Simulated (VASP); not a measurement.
# Sc (I4_1/amd) in VASP: further runs

Runs on Sc. Level: PBE. Tasks: relaxation of cell and atoms, single point.

All numbers are computed with VASP 6.6.1; they aren't measurements. Logs are shortened: lines on timing, memory, paths and dates and some standing lists are left out, and cuts for length are marked.

### 1 The cell of the first run

It takes space group I4_1/amd (No. 141, tetragonal). The conventional cell has a = 5.032 Å, b = 5.032 Å, c = 2.767 Å, α = 90.00°, β = 90.00°, γ = 90.00°. Sc (site symmetry -4m2) has 10 Sc at 2.61 to 3.26 Å within 3.4 Å.

### 2 Relaxation of cell and atoms, PBE, target pressure 32 GPa, at which the enthalpy is minimised

Input file INCAR:

```
  PREC = Accurate
  ENCUT = 600
  EDIFF = 1E-6
  ISMEAR = -1
  SIGMA = 0.1
  LREAL = False
  LASPH = True
  NELM = 100
  ALGO = Normal
  ISIF = 3
  LWAVE = False
  LCHARG = False
  GGA = PE
  IBRION = 2
  NSW = 60
  EDIFFG = -0.005
  PSTRESS = 320.0
```

Input file KPOINTS:

```
Automatic mesh
0
Gamma
  16 16 16
```

Input file POSCAR:

```
Sc
1.0
   -2.5158398237      2.5158398237      1.3837119031
    2.5158398237     -2.5158398237      1.3837119031
    2.5158398237      2.5158398237     -1.3837119031
Sc
2
Direct
   -0.3750000000     -0.1250000000     -0.2500000000
    0.3750000000      0.1250000000      0.2500000000
```

Potentials or basis: VASP PAW PBE potentials, release 64 (Sc_sv).

Command:

```bash
cat potpaw_PBE.64/Sc_sv/POTCAR > POTCAR
mpirun -np 1 vasp_std > vasp.out
```

OUTCAR:

```text
PREC = Accurate
   ENCUT = 600
   EDIFF = 1E-6
   ISMEAR = -1
   LREAL = False
   LASPH = True
   NELM = 100
   ISIF = 3
   GGA = PE
   IBRION = 2
   NSW = 60
   EDIFFG = -0.005
   PSTRESS = 320.0

 ion  position               nearest neighbor table
   1  0.625  0.875  0.750-   2 2.61   2 2.61   2 2.61   2 2.61   2 3.26   2 3.26   2 3.26   2 3.26

   2  0.375  0.125  0.250-   1 2.61   1 2.61   1 2.61   1 2.61   1 3.26   1 3.26   1 3.26   1 3.26

  LATTYP: Found a body centered tetragonal cell.
 ALAT       =     5.0316796474
 C/A-ratio  =     0.5500000000

  Lattice vectors:

 A1 = (  -2.5158398237,   2.5158398237,   1.3837119031)
 A2 = (   2.5158398237,  -2.5158398237,   1.3837119031)
 A3 = (   2.5158398237,   2.5158398237,  -1.3837119031)

Analysis of symmetry for initial positions (statically):
=====================================================================
 Subroutine PRICEL returns:
 Original cell was already a primitive cell.

 Routine SETGRP: Setting up the symmetry group for a
 body centered tetragonal supercell.

 Subroutine GETGRP returns: Found 16 space group operations
 (whereof  4 operations were pure point group operations)
 out of a pool of 16 trial point group operations.

The static configuration has the point symmetry C_2h.
 The point group associated with its full space group is D_4h.

Analysis of symmetry for dynamics (positions and initial velocities):
=====================================================================
 Subroutine PRICEL returns:
 Original cell was already a primitive cell.

 Routine SETGRP: Setting up the symmetry group for a
 body centered tetragonal supercell.

 Subroutine GETGRP returns: Found 16 space group operations
 (whereof  4 operations were pure point group operations)
 out of a pool of 16 trial point group operations.

The dynamic configuration has the point symmetry C_2h.
 The point group associated with its full space group is D_4h.

 Subroutine INISYM returns: Found 16 space group operations
 (whereof  4 operations are pure point group operations),
 and found     1 'primitive' translations

----------------------------------------------------------------------------------------

                                     Primitive cell

  volume of cell :      35.0325

  direct lattice vectors                    reciprocal lattice vectors
    -2.515839824  2.515839824  1.383711903     0.000000000  0.198740792  0.361346895
     2.515839824 -2.515839824  1.383711903     0.198740792  0.000000000  0.361346895
[... 116 lines left out ...]
 conjugate gradient relaxation of ions
 non-spin polarized calculation
  energy-cutoff  :      600.00
  volume of cell :       35.03
 maximum number of plane-waves:      1197
   NGX = 15   NGY = 15   NGZ = 15

--------------------------------------- Ionic step        1  -------------------------------------------

 number of electron      22.0000005 magnetization

 Free energy of the ion-electron system (eV)
  ---------------------------------------------------
  ext. energy  EPLUGINS =         0.00000000
  ---------------------------------------------------
  free energy    TOTEN  =       -10.76966844 eV

  energy without entropy =      -10.67074262  energy(sigma->0) =      -10.72020553

------------------------ aborting loop because EDIFF is reached ----------------------------------------

  FORCE on cell =-STRESS in cart. coord.  units (eV):
  Direction    XX          YY          ZZ          XY          YZ          ZX
  --------------------------------------------------------------------------------------
  -------------------------------------------------------------------------------------
  Total        5.3369421      5.3369421      7.0242301      0.0000000     -0.0000000     -0.0000000
  in kB      244.0795726    244.0795726    321.2459539      0.0000000     -0.0000000     -0.0000000
  external PRESSURE =     -50.1983003 kB  Pullay stress =     320.0000000 kB
[... 97 lines left out ...]
  energy  without entropy=      -10.3412388145  energy(sigma->0) =      -10.38374421

  enthalpy is  TOTEN    =        -3.8211004716 eV   P V=        6.6051491412

[... ionic steps 4 to 12 ...]

--------------------------------------- Ionic step       13  -------------------------------------------

 number of electron      22.0000001 magnetization

------------------------ aborting loop because EDIFF is reached ----------------------------------------
[... 71 lines left out ...]
--------------------------------------- Ionic step       15  -------------------------------------------

 number of electron      22.0000001 magnetization

 Free energy of the ion-electron system (eV)
  ---------------------------------------------------
  ext. energy  EPLUGINS =         0.00000000
  ---------------------------------------------------
  free energy    TOTEN  =       -10.50468639 eV

  energy without entropy =      -10.42492214  energy(sigma->0) =      -10.46480426

 E-fermi :   6.2386     XC(G=0): -11.5420

 val. band max:        6.2381185497   @ k =   0.1875   0.1250   0.0625
 cond. band min:       6.2405496294   @ k =  -0.3750  -0.3750   0.1875
 fundamental gap:      0.0024310797
 Fermi energy:         6.2385845130

 k-point     1 :       0.0000    0.0000    0.0000
  band No.  band energies     occupation
      1     -42.7960      2.00000
      2     -42.0879      2.00000
      3     -21.9838      2.00000
      4     -21.9838      2.00000
      5     -20.6386      2.00000
      6     -20.6101      2.00000
      7     -20.4779      2.00000
      8     -20.4778      2.00000
      9       0.8778      2.00000
     10       3.2921      2.00000
     11       5.9424      1.90164
     12       6.4647      0.18883
     13       7.4745      0.00001
     14       9.6594      0.00000
[... 401 lines left out ...]
      2     -42.0947      2.00000
      3     -21.9736      2.00000
      4     -21.9727      2.00000
      5     -20.6625      2.00000
      6     -20.6081      2.00000
      7     -20.4974      2.00000
      8     -20.4694      2.00000
      9       0.9446      2.00000
     10       3.3408      2.00000
     11       5.9669      1.87600
     12       6.4161      0.28988
     13       7.4089      0.00002
     14       9.6789      0.00000
     15       9.7237      0.00000

 [... further k-points ...]

------------------------ aborting loop because EDIFF is reached ----------------------------------------

  FORCE on cell =-STRESS in cart. coord.  units (eV):
  Direction    XX          YY          ZZ          XY          YZ          ZX
  --------------------------------------------------------------------------------------
  -------------------------------------------------------------------------------------
  Total        6.6599040      6.6599040      6.6652565      0.0000000     -0.0000000     -0.0000000
  in kB      319.5767143    319.5767143    319.8335565      0.0000000     -0.0000000     -0.0000000
  external PRESSURE =      -0.3376716 kB  Pullay stress =     320.0000000 kB
[... 21 lines left out ...]
  energy  without entropy=      -10.4249221357  energy(sigma->0) =      -10.46480426

  enthalpy is  TOTEN    =        -3.8359612233 eV   P V=        6.6687251662

 reached required accuracy - stopping structural energy minimisation
```

CONTCAR:

```text
Sc
   1.00000000000000
    -2.4243984561030989    2.4243984561030989    1.4201539781792387
     2.4243984561030989   -2.4243984561030989    1.4201539781792387
     2.4243984561030989    2.4243984561030989   -1.4201539781792387
  Sc
     2
Direct
     0.6250000000000000    0.8750000000000000    0.7500000000000000
     0.3750000000000000    0.1250000000000000    0.2500000000000000

  0.00000000E+00  0.00000000E+00  0.00000000E+00
  0.00000000E+00  0.00000000E+00  0.00000000E+00
```

It took 13 min on 1 thread of Intel Xeon 6975P-C (Granite Rapids), shared host; peak memory 0.34 GiB.

What came out:

| Quantity | Value |
| --- | --- |
| Free energy | -10.5047 eV |
| Relaxed volume | 16.69 Å³/atom |
| Relaxed cell | a = 3.711 Å, b = 3.711 Å, c = 3.711 Å, α = 98.42°, β = 98.42°, γ = 135.00° |
| Space group after relaxing (to 0.1 Å) | I4_1/amd (No. 141) |
| Energy change on relaxing (the run minimises the enthalpy) | +132.5 meV/atom |
| Ionic steps | 15 |
| Pressure after relaxing | 32.0 GPa |
| Band gap on the k mesh | zero (bands 11 and 12 overlap by 2.01 eV) |

The path:
```
step  energy change (eV)  largest force (eV/Å)  pressure (GPa)  volume (Å³)
   1              0.0000                0.0000           26.98        35.03
   2              0.5047                0.0000           36.99        32.30
   3              0.3434                0.0000           33.87        33.07
   4              0.2739                0.0000           32.11        33.34
   5              0.2746                0.0000           32.15        33.34
   6              0.2756                0.0000           32.18        33.34
   7              0.2610                0.0000           31.91        33.41
   8              0.2674                0.0000           31.97        33.38
   9              0.2699                0.0000           32.05        33.36
  10              0.2694                0.0000           32.12        33.37
  11              0.2683                0.0000           32.06        33.37
  12              0.2681                0.0000           32.07        33.37
  13              0.2678                0.0000           32.07        33.38
  14              0.2639                0.0000           31.94        33.39
  15              0.2650                0.0000           31.97        33.39
```

Final structure:
```cif
data_structure
_symmetry_space_group_name_H-M 'P 1'
_symmetry_Int_Tables_number 1
_cell_length_a 3.7111
_cell_length_b 3.7111
_cell_length_c 3.7111
_cell_angle_alpha 98.421
_cell_angle_beta 98.421
_cell_angle_gamma 135.001
_cell_volume 33.39
loop_
_atom_site_label
_atom_site_type_symbol
_atom_site_fract_x
_atom_site_fract_y
_atom_site_fract_z
_atom_site_occupancy
Sc1 Sc 0.62500 0.87500 0.75000 1
Sc2 Sc 0.37500 0.12500 0.25000 1
```

Levels at points of the mesh, in eV from the Fermi level:
| k point | band 9 | band 10 | band 11 | band 12 | band 13 | band 14 |
| --- | --- | --- | --- | --- | --- | --- |
| (0.00, 0.00, 0.00) | -5.36 | -2.95 | -0.30 | 0.23 | 1.24 | 3.42 |
| (0.50, 0.00, 0.00) | -2.05 | -2.03 | -0.65 | 0.61 | 1.90 | 2.16 |
| (0.50, 0.50, 0.00) | -2.45 | -2.45 | 0.14 | 0.14 | 1.50 | 1.50 |
| (0.50, 0.50, 0.50) | -1.53 | -1.53 | 1.11 | 1.11 | 1.16 | 1.16 |

Caveat: the cell is relaxed towards a set pressure, so the run minimises the enthalpy, not the energy.

### 3 Single point, PBE

This run uses another cell than the first one, of 16.62 Å³/atom.

Input file INCAR:

```
SYSTEM = Sc
PREC     = Accurate       ! precision mode
ENCUT    = 520            ! plane-wave cutoff, eV
EDIFF    = 1E-6           ! SCF threshold, eV
ISMEAR   = -1             ! smearing method
SIGMA    = 0.1            ! smearing width, eV
LREAL    = .FALSE.        ! projectors in reciprocal space
LASPH    = .TRUE.         ! aspherical terms in the spheres
NELM     = 80             ! most SCF steps
ALGO     = Normal         ! electronic algorithm
ISIF     = 2              ! what is computed and relaxed
LWAVE    = .FALSE.        ! write WAVECAR
LCHARG   = .FALSE.        ! write CHGCAR
GGA      = PE             ! functional
NBANDS   = 18             ! bands
```

Input file KPOINTS:

```
Automatic mesh
0
G
  16 16 16
  0 0 0
```

Input file POSCAR:

```
Sc
1.0
   -2.4183198059      2.4183198059      1.4207467860
    2.4183198059     -2.4183198059      1.4207467860
    2.4183198059      2.4183198059     -1.4207467860
Sc
2
Direct
   -0.3750000000     -0.1250000000     -0.2500000000
    0.3750000000      0.1250000000      0.2500000000
```

Potentials or basis: VASP PAW PBE potentials, release 64 (Sc_sv).

Command:

```bash
cat potpaw_PBE.64/Sc_sv/POTCAR > POTCAR
mpirun -np 1 vasp_std > vasp.out
```

Run time: 4.2 min. Hardware: 1 thread of Intel Xeon 8259CL, shared host; peak memory 0.29 GiB.

The run converged. Its results:

```yaml
Free_energy: -10.4725 eV
Pressure: 32.4 GPa
Band_gap_on_the_k_mesh: zero (bands 11 and 12 overlap by 2.04 eV)
```

Stress tensor (GPa, compression positive):
```
32.53  0.00  0.00
 0.00 32.53  0.00
 0.00  0.00 32.20
```

Levels at points of the mesh, in eV from the Fermi level:
```
           k point  band 8  band 9  band 10  band 11  band 12  band 13  band 14  band 15
(0.00, 0.00, 0.00)  -26.70   -5.36    -2.96    -0.30     0.23     1.26     3.41     3.41
(0.50, 0.00, 0.00)  -26.65   -2.05    -2.04    -0.66     0.61     1.92     2.17     2.65
(0.50, 0.50, 0.00)  -26.73   -2.45    -2.45     0.15     0.15     1.51     1.51     3.19
(0.50, 0.50, 0.50)  -26.49   -1.52    -1.52     1.14     1.14     1.17     1.17     3.44
```

Caveat: the cell stands under pressure.

### 4 Single point, PBE

This run uses another cell than the first one, of 16.61 Å³/atom.

Input file INCAR:

```
SYSTEM = Sc
PREC = Accurate ; ENCUT = 520
EDIFF = 1E-6 ; ISMEAR = -1
SIGMA = 0.1 ; LREAL = .False.
LASPH = .True. ; NELM = 100
ALGO = Normal ; ISIF = 2
LWAVE = .False. ; LCHARG = .False.
GGA = PE ; NBANDS = 18
```

Input file KPOINTS:

```
Automatic mesh
0
Gamma
  16 16 16
  0 0 0
```

Input file POSCAR:

```
Sc
1.0
   -2.4180013146      2.4180013146      1.4207218600
    2.4180013146     -2.4180013146      1.4207218600
    2.4180013146      2.4180013146     -1.4207218600
Sc
2
Direct
   -0.3750000000     -0.1250000000     -0.2500000000
    0.3750000000      0.1250000000      0.2500000000
```

Command:

```bash
cat potpaw_PBE.64/Sc_sv/POTCAR > POTCAR
mpirun -np 1 vasp_std > vasp.out
```

Wall time 4.7 min (1 thread of Intel Xeon 8259CL, shared host); peak memory 0.29 GiB.

It converged, with:

```
Free energy            : -10.4706 eV
Pressure               : 32.5 GPa
Band gap on the k mesh : zero (bands 11 and 12 overlap by 2.04 eV)
```

Stress tensor (GPa, compression positive):
```
32.57  0.00  0.00
 0.00 32.57  0.00
 0.00  0.00 32.23
```

Levels at points of the mesh, in eV from the Fermi level:
```csv
k point,band 9,band 10,band 11,band 12,band 13,band 14
"(0.00, 0.00, 0.00)",-5.36,-2.97,-0.30,0.23,1.26,3.41
"(0.50, 0.00, 0.00)",-2.05,-2.04,-0.66,0.61,1.92,2.17
"(0.50, 0.50, 0.00)",-2.45,-2.45,0.15,0.15,1.51,1.51
"(0.50, 0.50, 0.50)",-1.52,-1.52,1.14,1.14,1.17,1.17
```

Caveat: the cell stands under pressure.
